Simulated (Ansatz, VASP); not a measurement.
# One calculation of GaN, two programs

File INCAR:

```
SYSTEM = GaN
PREC = Accurate
ENCUT = 600
EDIFF = 1E-6
ISMEAR = 0
SIGMA = 0.01
LREAL = .False.
LASPH = .True.
NELM = 120
ALGO = Normal
ISIF = 2
LWAVE = .False.
LCHARG = .False.
GGA = PE
NBANDS = 16
GGA_COMPAT = .False.
```

KPOINTS

```
Automatic mesh
0
Gamma
  6 6 6
  0 0 0
```

POSCAR

```
GaN
1.0
    0.0000000000      2.2575082275      2.2575082275
    2.2575082275      0.0000000000      2.2575082275
    2.2575082275      2.2575082275      0.0000000000
Ga N
1 1
Direct
    0.0000000000      0.0000000000      0.0000000000
    0.7500000000      0.7500000000      0.7500000000
```

Input for Ansatz:

```yaml
crystal:
  lattice:
    - [-6.348926749071733e-19, 2.257508227545696, 2.257508227545696]
    - [2.257508227545696, 1.1950920939429141e-18, 2.257508227545696]
    - [2.257508227545696, 2.257508227545696, 1.4565184894929264e-18]
  atoms:
    - { symbol: Ga, position: [5.439853226207663e-19, -6.2609631471446685e-19, -5.234575745973411e-19] }
    - { symbol: "N", position: [0.7500000000000001, 0.7500000000000001, 0.7500000000000001] }
basis:
  ecutwfc: 450.0
kpoints:
  mp_grid:
    grid: [6, 6, 6]
hamiltonian:
  xc: pbe
scf:
  occupations:
    method: fixed
output:
  forces: true
  stress: true
```

Alike in both runs: task single point; functional PBE; k mesh 6 × 6 × 6; no spin polarisation.

|  | VASP | Ansatz |
| --- | --- | --- |
| version | VASP 6.6.1 | Ansatz 0.2.0 |
| potentials or method | VASP PAW PBE potentials, release 64 (Ga_d, N), cutoff 600 eV | plane waves, PAW |
| occupations | gaussian, width 0.01 eV | fixed |
| valence electrons in the cell | 18 | 18 |

|  | VASP | Ansatz | Ansatz less VASP |
| --- | --- | --- | --- |
| pressure (GPa) | 3.9 | 3.9 | +0.06 |
